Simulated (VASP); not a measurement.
**Si3Ge: density of states with PBE**

The system is Si3Ge.

```xyz
8
Lattice="3.4590 1.9970 3.2487 -3.4590 1.9970 3.2487 0.0000 -3.9941 3.2487" Properties=species:S:1:pos:R:3 pbc="T T T"
Ge    0.0000    0.0000    2.6217
Ge    0.0000    0.0000    7.1243
Si    1.8851   -1.0884    5.9970
Si    0.0000    2.1768    5.9970
Si   -1.8851   -1.0884    5.9970
Si   -1.8851    1.0884    3.7489
Si    1.8851    1.0884    3.7489
Si    0.0000   -2.1768    3.7489
```

```yaml
Program: VASP 6.6.1
Task: density of states
Functional: PBE
Potentials_or_basis: VASP PAW PBE potentials, release 64 (Ge_d, Si)
Cutoff: 520 eV
k_mesh: 7 × 7 × 7
Occupations: fermi-dirac, width 0.1 eV
Spin: no spin polarisation
Dipole_correction: no
k_mesh_for_the_DOS: 11 × 11 × 11
Occupations_for_the_DOS: tetrahedron
Further_INCAR_settings: ALGO = Normal; EDIFF = 1e-07; NBANDS = 36
```

* Valence electrons inside the program's atomic spheres: Ge 12.36; Si 1.78

Levels at points of the mesh, in eV from the Fermi level:
```tsv
k point	band 23	band 24	band 25	band 26	band 27	band 28	band 29	band 30
(0.00, 0.00, 0.00)	-2.33	-2.33	-2.03	-2.03	-0.03	0.87	0.87	0.87
```

It took 7.1 min on 1 thread of Intel(R) Xeon(R) Platinum 8488C (Sapphire Rapids) (shared host), peak memory 0.62 GiB.
